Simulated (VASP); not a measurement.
# Pd (Fm-3m) in VASP: notebook

Runs on Pd. Level: PBEsol. Tasks: single point, relaxation of cell and atoms.

All numbers are computed with VASP 6.6.1; they aren't measurements. Logs are shortened: lines on timing, memory, paths and dates and some standing lists are left out, and cuts for length are marked.

## Step 1: The cell of the first run

It takes space group Fm-3m (No. 225, cubic). Conventional cell: a = 3.875 Å, b = 3.875 Å, c = 3.875 Å, α = 90.00°, β = 90.00°, γ = 90.00°. Pd (site symmetry m-3m) has 12 Pd at 2.74 Å within 3.6 Å.

## Step 2: Single point, PBEsol

File INCAR:

```
  PREC = Accurate
  ENCUT = 520
  EDIFF = 1E-6
  ISMEAR = 0
  SIGMA = 0.1
  LREAL = False
  LASPH = True
  NELM = 80
  ALGO = Fast
  ISIF = 2
  LWAVE = False
  LCHARG = False
  GGA = PS
  NBANDS = 11
```

File KPOINTS:

```
Automatic mesh
0
Gamma
  18 18 18
```

File POSCAR:

```
Pd
1.0
    0.0000000000     -1.9376291878     -1.9376291878
    1.9376291878      0.0000000000     -1.9376291878
    1.9376291878     -1.9376291878      0.0000000000
Pd
1
Direct
    0.0000000000      0.0000000000      0.0000000000
```

Potentials or basis: VASP PAW PBE potentials, release 64 (Pd).

Run with:

```console
$ cat potpaw_PBE.64/Pd/POTCAR > POTCAR
$ mpirun -np 1 vasp_std > vasp.out
```

OUTCAR:

```text
PREC = Accurate
   ENCUT = 520
   EDIFF = 1E-6
   ISMEAR = 0
   LREAL = False
   LASPH = True
   NELM = 80
   ISIF = 2
   GGA = PS

 ion  position               nearest neighbor table
   1  0.000  0.000  0.000-

  LATTYP: Found a face centered cubic cell.
 ALAT       =     3.8752583756

  Lattice vectors:

 A1 = (   0.0000000000,  -1.9376291878,  -1.9376291878)
 A2 = (   1.9376291878,   0.0000000000,  -1.9376291878)
 A3 = (   1.9376291878,  -1.9376291878,   0.0000000000)

Analysis of symmetry for initial positions (statically):
=====================================================================
 Subroutine PRICEL returns:
 Original cell was already a primitive cell.

 Routine SETGRP: Setting up the symmetry group for a
 face centered cubic supercell.

 Subroutine GETGRP returns: Found 48 space group operations
 (whereof 48 operations were pure point group operations)
 out of a pool of 48 trial point group operations.

The static configuration has the point symmetry O_h .

Analysis of symmetry for dynamics (positions and initial velocities):
=====================================================================
 Subroutine PRICEL returns:
 Original cell was already a primitive cell.

 Routine SETGRP: Setting up the symmetry group for a
 face centered cubic supercell.

 Subroutine GETGRP returns: Found 48 space group operations
 (whereof 48 operations were pure point group operations)
 out of a pool of 48 trial point group operations.

The dynamic configuration has the point symmetry O_h .

 Subroutine INISYM returns: Found 48 space group operations
 (whereof 48 operations are pure point group operations),
 and found     1 'primitive' translations

----------------------------------------------------------------------------------------

                                     Primitive cell

  volume of cell :      14.5493

  direct lattice vectors                    reciprocal lattice vectors
     0.000000000 -1.937629188 -1.937629188    -0.258047310 -0.258047310 -0.258047310
     1.937629188  0.000000000 -1.937629188     0.258047310  0.258047310 -0.258047310
     1.937629188 -1.937629188  0.000000000     0.258047310 -0.258047310  0.258047310

  length of vectors
     2.740221476  2.740221476  2.740221476     0.446951052  0.446951052  0.446951052

  position of ions in fractional coordinates (direct lattice)
     0.000000000  0.000000000  0.000000000

  ion indices of the primitive-cell ions
   primitive index   ion index
                 1           1

----------------------------------------------------------------------------------------

 KPOINTS: Automatic mesh

Automatic generation of k-mesh.
 Grid dimensions read from file:
 generate k-points for:   18   18   18

 Generating k-lattice:

  Cartesian coordinates                     Fractional coordinates (reciprocal lattice)
    -0.014335962 -0.014335962 -0.014335962     0.055555556  0.000000000  0.000000000
     0.014335962  0.014335962 -0.014335962     0.000000000  0.055555556  0.000000000
     0.014335962 -0.014335962  0.014335962     0.000000000  0.000000000  0.055555556

  Length of vectors
     0.024830614  0.024830614  0.024830614

  Shift w.r.t. Gamma in fractional coordinates (k-lattice)
     0.000000000  0.000000000  0.000000000

 Subroutine IBZKPT returns following result:
 ===========================================

 Found    195 irreducible k-points:

 Following reciprocal coordinates:
            Coordinates               Weight
  0.000000  0.000000  0.000000      1.000000
  0.055556  0.000000  0.000000      8.000000
  0.111111  0.000000  0.000000      8.000000
  0.166667  0.000000  0.000000      8.000000
  0.222222  0.000000  0.000000      8.000000
  0.277778  0.000000  0.000000      8.000000
[... 16 lines left out ...]
 -0.277778  0.055556  0.000000     24.000000
 -0.222222  0.055556  0.000000     24.000000
 [... further k-points ...]
   k-points           NKPTS =    195   k-points in BZ     NKDIM =    195   number of bands    NBANDS=     11
   number of dos      NEDOS =    301   number of ions     NIONS =      1
   total plane-waves  NPLWV =   8000
   dimension x,y,z NGX =    20 NGY =   20 NGZ =   20
   dimension x,y,z NGXF=    40 NGYF=   40 NGZF=   40
   ions per type =               1
   NGX,Y,Z   is equivalent  to a cutoff of  12.13, 12.13, 12.13 a.u.
   NGXF,Y,Z  is equivalent  to a cutoff of  24.27, 24.27, 24.27 a.u.
 SYSTEM =  unknown system
   PREC   = accura    normal or accurate (medium, high low for compatibility)
   ISTART =      0    job   : 0-new  1-cont  2-samecut
   ICHARG =      2    charge: 1-file 2-atom 10-const
   ISPIN  =      1    spin polarized calculation?
   LNONCOLLINEAR =      F non collinear calculations
   LSORBIT =      F    spin-orbit coupling
   LASPH  =      T    aspherical Exc in radial PAW
   ENCUT  =  520.0 eV  38.22 Ry    6.18 a.u.   5.09  5.09  5.09*2*pi/ulx,y,z
   NELM   =     80;   NELMIN=  2; NELMDL= -5     # of ELM steps
   EDIFF  = 0.1E-05   stopping-criterion for ELM
   LREAL  =      F    real-space projection
   EDIFFG = 0.1E-04   stopping-criterion for IOM
   NSW    =      0    number of steps for IOM
   IBRION =     -1    ionic relax: 0-MD 1-quasi-New 2-CG
   NFREE  =      0    steps in history (QN), initial steepest desc. (CG)
   ISIF   =      2    stress and relaxation
   ISYM   =      2    0-nonsym 1-usesym 2-fastsym
   POTIM  = 0.5000    time-step for ionic-motion
   TEBEG  =    0.0;   TEEND  =   0.0 temperature during run
   PSTRESS=    0.0 pullay stress
   NELECT =      10.0000    total number of electrons
   NUPDOWN=      -1.0000    fix difference up-down
   EMIN   =  10.00;   EMAX   =-10.00  energy-range for DOS
   EFERMI =   0.00;   METHOD = LEGACY
   ISMEAR =     0;   SIGMA  =   0.10  broadening in eV -4-tet -1-fermi 0-gaus
   EFERMI_NEDOS =   21; number of points for ismear=-14 and -15
   IALGO  =     68    algorithm
   IMIX   =      4    mixing-type and parameters
     AMIX     =   0.40;   BMIX     =  1.00
     AMIX_MAG =   1.60;   BMIX_MAG =  1.00
  volume/ion in A,a.u.               =      14.55        98.18
  Fermi-wavevector in a.u.,A,eV,Ry     =   1.444755  2.730191 28.399667  2.087317
  Thomas-Fermi vector in A             =   2.563014
   LORBIT       =      0    0 simple, 1 ext, 2 COOP (PROOUT), +10 PAW based schemes
   GGA     = PS    functional components
   LHFCALC =     F    Hartree Fock is set to
   AEXX    =    0.0000 exact exchange contribution
   IVDW    =     0    specifies the selected vdW correction
   LEPSILON=     F    determine dielectric tensor
   LRPA    =     F    only Hartree local field effects (RPA)
 non-spin polarized calculation
 RMM-DIIS sequential band-by-band and
 Gauss-broadening in eV      SIGMA  =   0.10
  energy-cutoff  :      520.00
  volume of cell :       14.55
 maximum number of plane-waves:       403
   NGX = 11   NGY = 11   NGZ = 11

 number of electron      10.0000002 magnetization

 Free energy of the ion-electron system (eV)
  ---------------------------------------------------
  ext. energy  EPLUGINS =         0.00000000
  ---------------------------------------------------
  free energy    TOTEN  =        -5.96953137 eV

  energy without entropy =       -5.95802595  energy(sigma->0) =       -5.96377866

 E-fermi :   9.8570     XC(G=0): -13.4656

 val. band max:        9.8557589586   @ k =  -0.4444   0.3889   0.1111
 cond. band min:       9.8576001394   @ k =   0.5000   0.1111   0.0000
 fundamental gap:      0.0018411808
 Fermi energy:         9.8569953603

 k-point     1 :       0.0000    0.0000    0.0000
  band No.  band energies     occupation
      1       2.5065      2.00000
      2       6.9361      2.00000
      3       6.9361      2.00000
      4       6.9361      2.00000
      5       8.6062      2.00000
      6       8.6062      2.00000
      7      26.9862      0.00000
      8      31.8353      0.00000
      9      31.8353      0.00000
     10      31.8353      0.00000
     11      37.0982      0.00000

 k-point     2 :       0.0556    0.0000    0.0000
  band No.  band energies     occupation
      1       2.6204      2.00000
      2       6.8943      2.00000
      3       6.9764      2.00000
      4       6.9764      2.00000
      5       8.5863      2.00000
      6       8.5863      2.00000
      7      27.1121      0.00000
      8      31.0733      0.00000
      9      31.9694      0.00000
     10      31.9694      0.00000
     11      37.4531      0.00000

 k-point     3 :       0.1111    0.0000    0.0000
  band No.  band energies     occupation
      1       2.9495      2.00000
      2       6.7896      2.00000
      3       7.0816      2.00000
      4       7.0816      2.00000
      5       8.5446      2.00000
      6       8.5446      2.00000
      7      27.4003      0.00000
      8      29.5296      0.00000
      9      32.3510      0.00000
     10      32.3510      0.00000
     11      37.4139      0.00000

 k-point     4 :       0.1667    0.0000    0.0000
  band No.  band energies     occupation
      1       3.4466      2.00000
      2       6.6901      2.00000
      3       7.1999      2.00000
      4       7.1999      2.00000
      5       8.5373      2.00000
      6       8.5373      2.00000
      7      27.1400      0.00000
      8      28.3236      0.00000
      9      32.9086      0.00000
     10      32.9086      0.00000
     11      36.2780      0.00000
[... 239 lines left out ...]
 k-point    22 :      -0.3333    0.0556    0.0000
  band No.  band energies     occupation
      1       4.5874      2.00000
      2       7.0265      2.00000
      3       7.1121      2.00000
      4       8.0553      2.00000
      5       9.1377      2.00000
      6       9.8690      0.86521
      7      20.7485      0.00000
      8      27.1493      0.00000
      9      31.0432      0.00000
     10      33.1281      0.00000
     11      36.0787      0.00000

 k-point    23 :      -0.2778    0.0556    0.0000
  band No.  band energies     occupation
      1       4.5394      2.00000
      2       7.0799      2.00000
      3       7.2267      2.00000
      4       7.2928      2.00000
      5       8.7720      2.00000
      6       9.3896      2.00000
      7      22.7870      0.00000
      8      27.6693      0.00000
      9      31.6916      0.00000
     10      34.6189      0.00000
     11      35.0635      0.00000

 k-point    24 :      -0.2222    0.0556    0.0000
  band No.  band energies     occupation
      1       4.2455      2.00000
      2       6.6939      2.00000
      3       7.2699      2.00000
      4       7.3067      2.00000
      5       8.4772      2.00000
      6       9.0170      2.00000
      7      24.8298      0.00000
      8      28.0848      0.00000
      9      32.1470      0.00000
     10      34.4912      0.00000
     11      34.9176      0.00000

 [... further k-points ...]

------------------------ aborting loop because EDIFF is reached ----------------------------------------

  FORCE on cell =-STRESS in cart. coord.  units (eV):
  Direction    XX          YY          ZZ          XY          YZ          ZX
  --------------------------------------------------------------------------------------
  -------------------------------------------------------------------------------------
  Total       -0.0386704     -0.0386704     -0.0386704      0.0000000      0.0000000     -0.0000000
  in kB       -4.2584129     -4.2584129     -4.2584129      0.0000000      0.0000000     -0.0000000
  external PRESSURE =      -4.2584129 kB  Pullay stress =       0.0000000 kB

 VOLUME and BASIS-vectors are now :
 -----------------------------------------------------------------------------
  energy-cutoff  :      520.00
  volume of cell :       14.55
      direct lattice vectors                 reciprocal lattice vectors
     0.000000000 -1.937629188 -1.937629188    -0.258047310 -0.258047310 -0.258047310
     1.937629188  0.000000000 -1.937629188     0.258047310  0.258047310 -0.258047310
     1.937629188 -1.937629188  0.000000000     0.258047310 -0.258047310  0.258047310

 POSITION                                       TOTAL-FORCE (eV/Angst)
 -----------------------------------------------------------------------------------
      0.00000      0.00000      0.00000        -0.000000      0.000000     -0.000000
 -----------------------------------------------------------------------------------
    total drift:                               -0.000000      0.000000      0.000000

  FREE ENERGIE OF THE ION-ELECTRON SYSTEM (eV)
  ---------------------------------------------------
  free  energy   TOTEN  =        -5.9695313674 eV

  energy  without entropy=       -5.9580259498  energy(sigma->0) =       -5.96377866
```

Run time: 20 s. Hardware: 1 thread of AMD EPYC 7R43 (Zen 3), shared host; peak memory 0.11 GiB.

Results:

| Quantity | Value |
| --- | --- |
| Free energy | -5.9695 eV |
| Pressure | -0.4 GPa |
| Band gap on the k mesh | zero (band 5 reaches 10.16 eV, above the bottom of band 6 at 8.54 eV) |

Caveat: the PAW data sets were made with another functional, which shifts forces and pressure a little.

(Continued in part 2 of 2.)
